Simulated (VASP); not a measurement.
A run of VASP 6.6.1:

The input INCAR:

```
SYSTEM = NiMoIrPdW
ALGO = Normal
EDIFF = 1E-6
ENCUT = 520
GGA = PE
ISIF = 2
ISMEAR = -1
ISPIN = 2
LASPH = .TRUE.
LCHARG = .TRUE.
LELF = .TRUE.
LMAXMIX = 4
LORBIT = 11
LREAL = .FALSE.
LVHAR = .TRUE.
LWAVE = .FALSE.
MAGMOM = 1 1 0 0.6 0
NBANDS = 40
NELM = 150
PREC = Accurate
SIGMA = 0.05
```

Contents of KPOINTS:

```
k-points
0
G
  11 11 3
  0 0 0
```

Contents of POSCAR:

```
NiMoIrPdW
1.0
    2.7661600000      0.0000000000      0.0000000000
   -1.3830800000      2.3955700000      0.0000000000
    0.0000000000      0.0000000000     11.0229200000
Ni Mo Pd Ir W
1 1 1 1 1
Direct
    0.3333300000      0.6666700000      0.5971200000
    0.0000000000      0.0000000000      0.4107400000
    0.6666700000      0.3333300000      0.7952000000
    0.6666700000      0.3333300000      0.1996000000
    0.3333300000      0.6666700000      0.9973400000
```

Potentials or basis: VASP PAW PBE potentials, release 64 (Ni, Mo_sv, Pd, Ir, W_sv).

Run with:

```console
$ cat potpaw_PBE.64/Ni/POTCAR potpaw_PBE.64/Mo_sv/POTCAR potpaw_PBE.64/Pd/POTCAR potpaw_PBE.64/Ir/POTCAR potpaw_PBE.64/W_sv/POTCAR > POTCAR
$ mpirun -np 1 vasp_std > vasp.out
```

Hardware: 1 thread of Oxide Virtual Turin-like Processor, with other jobs on the host.

Question: Estimate the wall time of this run.

Answer: It took 13 min on 1 thread of Oxide Virtual Turin-like Processor (shared host), peak memory 0.61 GiB. Counts: scf iterations 26, k points 102.
